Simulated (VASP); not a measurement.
Bi:

```xyz
2
Lattice="3.4886 -3.1326 0.0000 3.4886 3.1326 0.0000 -1.2602 0.0000 3.1136" Properties=species:S:1:pos:R:3 pbc="T T T"
Bi    4.1738    0.0000    2.6695
Bi    1.5432    0.0000    0.4440
```

Base run:

| Property | Result |
| --- | --- |
| Program | VASP 6.6.1 |
| Functional | PBEsol |
| Potentials or basis | VASP PAW PBE potentials, release 64 (Bi_d) |
| Cutoff | 520 eV |
| k mesh | 6 × 6 × 9 |
| Occupations | fermi-dirac, width 0.05 eV |
| Spin | no spin polarisation |

Its results: band gap on the k mesh zero (band 15 reaches 9.75 eV, above the bottom of band 16 at 4.90 eV); pressure -2.5 GPa; largest force 0.057 eV/Å.

Question: The run is repeated on the same cell with these changes: functional from PBEsol to PBE; further incar settings from ALGO = Fast; EDIFF = 1e-07; NBANDS = 22 to ALGO = Fast; EDIFF = 1e-06; NBANDS = 22. What comes out?

Answer: Band gap on the k mesh zero (band 15 reaches 9.92 eV, above the bottom of band 16 at 5.08 eV); pressure 0.0 GPa; largest force 0.042 eV/Å.

Caveats: spin-orbit coupling is left out, which moves the levels of the heavy elements; the PAW data sets were made with another functional, which shifts forces and pressure a little (some runs).
